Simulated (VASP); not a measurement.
Here is a VASP 6.6.1 calculation.

Contents of INCAR:

```
PREC     = Accurate       # precision mode
ENCUT    = 600            # plane-wave cutoff, eV
EDIFF    = 1E-7           # SCF threshold, eV
ISMEAR   = 0              # smearing method
SIGMA    = 0.1            # smearing width, eV
LREAL    = F              # projectors in reciprocal space
LASPH    = T              # aspherical terms in the spheres
NELM     = 100            # most SCF steps
ALGO     = Normal         # electronic algorithm
ISIF     = 3              # what is computed and relaxed
LWAVE    = F              # write WAVECAR
LCHARG   = F              # write CHGCAR
GGA      = PE             # functional
IBRION   = 2              # ionic algorithm
NSW      = 100            # ionic steps
EDIFFG   = -0.01          # ionic threshold
```

KPOINTS

```
Automatic mesh
0
Gamma
  12 12 12
```

File POSCAR:

```
Mg3C
1.0
    0.0000000000      3.2313273215      3.2313273215
    3.2313273215      0.0000000000      3.2313273215
    3.2313273215      3.2313273215      0.0000000000
Mg C
3 1
Direct
    0.2500000000      0.2500000000      0.2500000000
    0.7500000000      0.7500000000      0.7500000000
    0.0000000000      0.0000000000      0.0000000000
    0.5000000000      0.5000000000      0.5000000000
```

Potentials or basis: VASP PAW PBE potentials, release 64 (Mg, C).

Launch:

```sh
$ cat potpaw_PBE.64/Mg/POTCAR potpaw_PBE.64/C/POTCAR > POTCAR
$ mpirun -np 1 vasp_std > vasp.out
```

Task: What does it give for the band gap on the k mesh?

Result: Zero (band 5 reaches 3.85 eV, above the bottom of band 6 at 3.55 eV).

Task: Predict the space group after relaxing (to 0.05 Å).

Result: Fm-3m (No. 225).

Task: Predict the relaxed cell.

Result: a = 4.576 Å, b = 4.576 Å, c = 4.576 Å, α = 60.00°, β = 60.00°, γ = 60.00°.

The path:
```tsv
step	energy change (eV)	largest force (eV/Å)	pressure (GPa)	volume (Å³)
1	0.0000	0.0000	0.28	67.48
2	-0.0003	0.0000	0.05	67.77
```
